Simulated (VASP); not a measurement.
Here is a VASP 6.6.1 calculation.

File POSCAR:

```
AlN
1.0
    3.1110021516      0.0000000000      0.0000000000
   -1.5555010758      2.6942068945      0.0000000000
    0.0000000000      0.0000000000      5.2269000000
Al N
2 2
Direct
    0.3333333333      0.6666666667      0.0000000000
    0.6666666667      0.3333333333      0.5000000000
    0.3333333333      0.6666666667      0.3850000000
    0.6666666667      0.3333333333      0.8850000000
```

Contents of INCAR.step1:

```
ALGO = Normal
EDIFF = 1E-4
ENCUT = 520
GGA = PE
ISMEAR = 0
LASPH = True
LCHARG = False
LREAL = False
LWAVE = True
NBANDS = 16
NELM = 60
PREC = Accurate
SIGMA = 0.05
```

Contents of INCAR.step2:

```
ALGO = Normal
EDIFF = 1E-6
ENCUT = 520
ISIF = 2
ISMEAR = 0
ISTART = 1
LASPH = True
LCHARG = False
LMIXTAU = True
LREAL = False
LWAVE = False
METAGGA = R2SCAN
NBANDS = 16
NELM = 60
PREC = Accurate
SIGMA = 0.05
```

File KPOINTS:

```
k-points
0
Gamma
  12 12 6
```

Potentials or basis: VASP PAW PBE potentials, release 64 (Al, N).

Run with:

```console
$ cat potpaw_PBE.64/Al/POTCAR potpaw_PBE.64/N/POTCAR > POTCAR
$ cp INCAR.step1 INCAR
$ mpirun -np 1 vasp_std > vasp.out
$ cp INCAR.step2 INCAR
$ mpirun -np 1 vasp_std > vasp.out
```

Q: Predict the band gap on the k mesh.

A: 4.47 eV.

Q: Estimate the pressure.

A: -9.0 GPa.

Q: Estimate the largest force.

A: 0.481 eV/Å.

Forces on the atoms (eV/Å):
```
Al   0.000  0.000  0.481
Al   0.000  0.000  0.481
N    0.000  0.000 -0.481
N    0.000  0.000 -0.481
```

Caveat: the cell differs from its parent crystal (strain +0.000 along x and y, +0.050 along z); the cell stands under tension; the PAW data sets were made with another functional, which shifts forces and pressure a little. A k mesh can miss the band edges.
